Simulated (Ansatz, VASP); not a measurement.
## SiC: VASP beside Ansatz

File INCAR:

```
PREC = Accurate
ENCUT = 520
EDIFF = 1E-6
ISMEAR = 0
SIGMA = 0.01
LREAL = False
LASPH = True
NELM = 100
ALGO = Normal
ISIF = 2
LWAVE = False
LCHARG = False
GGA = PE
NBANDS = 16
```

KPOINTS

```
Automatic mesh
0
Gamma
  9 9 4
```

POSCAR

```
SiC
1.0
    3.0605946504      0.0000000000      0.0000000000
   -1.5302973252      2.6505527179      0.0000000000
    0.0000000000      0.0000000000      5.0230145198
Si C
2 2
Direct
    0.3333333333      0.6666666667     -0.0004133931
    0.6666666667      0.3333333333      0.4995866069
    0.3333333333      0.6666666667      0.3754133931
    0.6666666667      0.3333333333      0.8754133931
```

Input for Ansatz:

```yaml
crystal:
  lattice:
    - [3.0605946504, 0.0, 0.0]
    - [-1.5302973252, 2.6505527179, 0.0]
    - [0.0, 0.0, 5.0230145198]
  atoms:
    - { symbol: Si, position: [0.3333333333, 0.6666666667, -0.0004133931] }
    - { symbol: Si, position: [0.6666666667, 0.3333333333, 0.4995866069] }
    - { symbol: C, position: [0.3333333333, 0.6666666667, 0.3754133931] }
    - { symbol: C, position: [0.6666666667, 0.3333333333, 0.8754133931] }
kpoints:
  mp_grid: { grid: [9, 9, 4] }
hamiltonian:
  xc: pbe
scf:
  occupations: { method: fixed }
  n_extra_bands: 5
output:
  forces: true
  stress: true
  eigenvalues: true
```

Alike in both runs: task single point; functional PBE; k mesh 9 × 9 × 4; no spin polarisation.

```csv
,VASP,Ansatz
version,VASP 6.6.1,Ansatz 0.2.0
potentials or method,"VASP PAW PBE potentials, release 64 (Si, C)","plane waves, PAW"
plane-wave cutoff (eV),520,420
occupations,"gaussian, width 0.01 eV",fixed
valence electrons in the cell,16,16
```

```csv
,VASP,Ansatz,Ansatz less VASP
gap on the k mesh at the Fermi level (eV),2.25,2.25,+0.004
pressure (GPa),6.9,6.9,+0.06
"traceless stress, the component that is largest in VASP (GPa)",-0.13,-0.14,-0.011
```
